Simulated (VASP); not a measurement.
Here is a VASP 6.6.1 calculation.

INCAR

```
SYSTEM = AlNi3
PREC     = Accurate       ! precision mode
ENCUT    = 520            ! plane-wave cutoff, eV
EDIFF    = 1E-7           ! SCF threshold, eV
ISMEAR   = 0              ! smearing method
SIGMA    = 0.1            ! smearing width, eV
LREAL    = .False.        ! projectors in reciprocal space
LASPH    = .True.         ! aspherical terms in the spheres
NELM     = 80             ! most SCF steps
ALGO     = Fast           ! electronic algorithm
ISIF     = 2              ! what is computed and relaxed
LWAVE    = .False.        ! write WAVECAR
LCHARG   = .False.        ! write CHGCAR
GGA      = PS             ! functional
NBANDS   = 24             ! bands
```

File KPOINTS:

```
Automatic mesh
0
Gamma
  14 14 14
  0 0 0
```

File POSCAR:

```
AlNi3
1.0
    0.0000000000      2.8018887551      2.8018887551
    2.8018887551      0.0000000000      2.8018887551
    2.8018887551      2.8018887551      0.0000000000
Al Ni
1 3
Direct
    0.5000000000      0.5000000000      0.5000000000
    0.2500000000      0.2500000000      0.2500000000
    0.0000000000      0.0000000000      0.0000000000
    0.7500000000      0.7500000000      0.7500000000
```

Potentials or basis: VASP PAW PBE potentials, release 64 (Al, Ni).

Command:

```bash
$ cat potpaw_PBE.64/Al/POTCAR potpaw_PBE.64/Ni/POTCAR > POTCAR
$ mpirun -np 1 vasp_std > vasp.out
```

Q: What does it give for the pressure?

A: -0.6 GPa.

Caveat: the PAW data sets were made with another functional, which shifts forces and pressure a little. Spin polarisation is off, so any magnetic state and its effect on volume and gap are missing.
